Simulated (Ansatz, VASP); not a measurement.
# One calculation of Se, two programs

Contents of INCAR:

```
PREC = Accurate
ENCUT = 520
EDIFF = 1E-7
ISMEAR = 0
SIGMA = 0.1
LREAL = False
LASPH = True
NELM = 60
ALGO = Normal
ISIF = 2
LWAVE = False
LCHARG = True
GGA = PE
LELF = True
LVHAR = True
NBANDS = 9
```

Contents of KPOINTS:

```
Automatic mesh
0
Gamma
  8 8 8
```

Contents of POSCAR:

```
Se
1.0
   -1.6521863053      1.6521863053      2.5135604404
    1.6521863053     -1.6521863053      2.5135604404
    1.6521863053      1.6521863053     -2.5135604404
Se
1
Direct
    0.0000000000      0.0000000000      0.0000000000
```

Input for Ansatz:

```yaml
crystal:
  lattice:
    - [-1.6521863053, 1.6521863053, 2.5135604404]
    - [1.6521863053, -1.6521863053, 2.5135604404]
    - [1.6521863053, 1.6521863053, -2.5135604404]
  atoms:
    - { symbol: Se, position: [0.0, 0.0, 0.0] }
basis:
  ecutwfc: 420
kpoints:
  mp_grid: { grid: [8, 8, 8] }
hamiltonian:
  xc: pbe
scf:
  occupations: { method: gaussian, width: 0.1 }
  lower_state_search: "off"
output:
  forces: true
  stress: true
  eigenvalues: true
```

Alike in both runs: task single point; functional PBE; k mesh 8 × 8 × 8; occupations gaussian, width 0.1 eV; no spin polarisation.

|  | VASP | Ansatz |
| --- | --- | --- |
| version | VASP 6.6.1 | Ansatz 0.2.0 |
| potentials or method | VASP PAW PBE potentials, release 64 (Se), cutoff 520 eV | scalar-relativistic, plane waves, PAW |
| valence electrons in the cell | 6 | 16 |

|  | VASP | Ansatz | Ansatz less VASP |
| --- | --- | --- | --- |
| gap on the k mesh at the Fermi level (eV) | none | none | - |
| pressure (GPa) | -10.2 | -10.2 | +0.01 |
| traceless stress, the component that is largest in VASP (GPa) | 2.45 | 2.45 | -0.003 |

A gap of «none» marks a metal or a gap that the smearing closes. With one functional, cell and mesh, what is left measures potentials, basis and numerics. VASP's potentials hold 6 valence electrons a cell and Ansatz's 16, so a difference there can come from the potentials and not from the codes.
